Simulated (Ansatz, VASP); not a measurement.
## Two plane-wave programs on CaO

The input INCAR:

```
PREC = Accurate
ENCUT = 520
EDIFF = 1E-7
ISMEAR = 0
SIGMA = 0.1
LREAL = False
LASPH = True
NELM = 60
ALGO = Normal
ISIF = 2
LWAVE = False
LCHARG = False
GGA = PS
NBANDS = 42
```

The input KPOINTS:

```
Automatic mesh
0
Gamma
  4 4 2
```

POSCAR

```
CaO
1.0
    2.9991081452     -2.9991078947      0.0000000000
    2.9991081452      2.9991078947      0.0000000000
    0.0000000000      0.0000000000     10.5906919754
Ca O
4 4
Direct
    0.7500077538      0.2499922462      0.8712316879
    0.2499922462      0.7500077538      0.1287683121
    0.7499922462      0.2500077538      0.3712316879
    0.2500077538      0.7499922462      0.6287683121
    0.2499958234      0.2500041766      0.2500000000
    0.7500041766      0.7499958234      0.7500000000
    0.2500041766      0.2499958234      0.7500000000
    0.7499958234      0.7500041766      0.2500000000
```

Input for Ansatz:

```yaml
crystal:
  lattice:
    - [2.9991081452, -2.9991078947, 0.0]
    - [2.9991081452, 2.9991078947, 0.0]
    - [0.0, 0.0, 10.5906919754]
  atoms:
    - { symbol: Ca, position: [0.7500077538, 0.2499922462, 0.8712316879] }
    - { symbol: Ca, position: [0.2499922462, 0.7500077538, 0.1287683121] }
    - { symbol: Ca, position: [0.7499922462, 0.2500077538, 0.3712316879] }
    - { symbol: Ca, position: [0.2500077538, 0.7499922462, 0.6287683121] }
    - { symbol: O, position: [0.2499958234, 0.2500041766, 0.25] }
    - { symbol: O, position: [0.7500041766, 0.7499958234, 0.75] }
    - { symbol: O, position: [0.2500041766, 0.2499958234, 0.75] }
    - { symbol: O, position: [0.7499958234, 0.7500041766, 0.25] }
basis:
  ecutwfc: 420
kpoints:
  mp_grid: { grid: [4, 4, 2] }
hamiltonian:
  xc: pbesol
scf:
  occupations: { method: gaussian, width: 0.1 }
output:
  forces: true
  stress: true
  eigenvalues: true
```

Alike in both runs: task single point; functional PBEsol; k mesh 4 × 4 × 2; occupations gaussian, width 0.1 eV; no spin polarisation.

|  | VASP | Ansatz |
| --- | --- | --- |
| version | VASP 6.6.1 | Ansatz 0.2.0 |
| potentials or method | VASP PAW PBE potentials, release 64 (Ca_sv, O), cutoff 520 eV | scalar-relativistic, plane waves, PAW |
| valence electrons in the cell | 64 | 64 |

VASP gave:

| Property | Result |
| --- | --- |
| gap on the k mesh at the Fermi level (eV) | none |
| pressure (GPa) | -11.7 |
| traceless stress, the component that is largest in VASP (GPa) | -8.62 |
| rms of the force components (eV/Å) | 1.678 |

Q: Estimate Ansatz's values.

A: gap on the k mesh at the Fermi level (eV): none; pressure (GPa): -11.8; traceless stress, the component that is largest in VASP (GPa): -8.59; rms of the force components (eV/Å): 1.693.

VASP's potentials were made for PBE, not for PBEsol. Atom by atom the forces differ by 0.015 eV/Å (rms over components). A gap of «none» marks a metal or a gap that the smearing closes. Ansatz's warnings: near symmetry operation missed by atoms, symmetry narrowed to a group.

The k mesh is coarse, so the values compare programs but aren't converged.
